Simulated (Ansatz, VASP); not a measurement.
# One calculation of Be, two programs

```
CELL_PARAMETERS angstrom
2.17260 0.00000 0.00000
0.00000 2.17260 0.00000
0.00000 0.00000 2.17260
ATOMIC_POSITIONS crystal
Be 0.00000 0.00000 0.00000
```

Change from the starting cell: volume scaled by 1, norm-conserving files.

Alike in both runs: task single point; functional PBE; k mesh 20 × 20 × 20; occupations fermi-dirac, width 0.1 eV; no spin polarisation.

|  | VASP | Ansatz |
| --- | --- | --- |
| version | VASP 6.6.1 | Ansatz 0.2.0 |
| potentials or method | VASP PAW PBE potentials, release 64 (Be) | norm-conserving pseudopotentials, scalar-relativistic |
| plane-wave cutoff (eV) | 600 | 1800 |
| valence electrons in the cell | 2 | 4 |

```csv
,VASP,Ansatz,Ansatz less VASP
pressure (GPa),0.1,0.1,+0.02
```

The functional is the same, so the differences come from potentials, cutoffs and numerics. VASP's potentials hold 2 valence electrons a cell and Ansatz's 4, so a difference there can come from the potentials and not from the codes.
